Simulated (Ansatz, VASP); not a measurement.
## Two plane-wave programs on SnO

```
Sn O
1.0
     3.67110    0.00000    0.00000
     0.00000    3.67110    0.00000
     0.00000    0.00000    4.98810
Sn O
2 2
Cartesian
  0.0000 1.8356 1.2094
  1.8356 0.0000 3.7787
  0.0000 0.0000 0.0000
  1.8356 1.8356 0.0000
```

Alike in both runs: task single point; functional PBEsol; k mesh 10 × 10 × 8; occupations gaussian, width 0.15 eV; no spin polarisation.

```csv
,VASP,Ansatz
version,VASP 6.6.1,Ansatz 0.2.0
potentials or method,"VASP PAW PBE potentials, release 64 (Sn_d, O), cutoff 520 eV","scalar-relativistic, plane waves, PAW"
valence electrons in the cell,40,40
```

```tsv
	VASP	Ansatz	Ansatz less VASP
gap on the k mesh at the Fermi level (eV)	none	none	-
pressure (GPa)	3.9	3.5	-0.37
traceless stress, the component that is largest in VASP (GPa)	-5.21	-5.25	-0.039
rms of the force components (eV/Å)	0.017	0.060	+0.0426
```

VASP's potentials were made for PBE, not for PBEsol, and Ansatz warns of the same on its side. Atom by atom the forces differ by 0.043 eV/Å (rms over components). A gap of «none» marks a metal or a gap that the smearing closes.
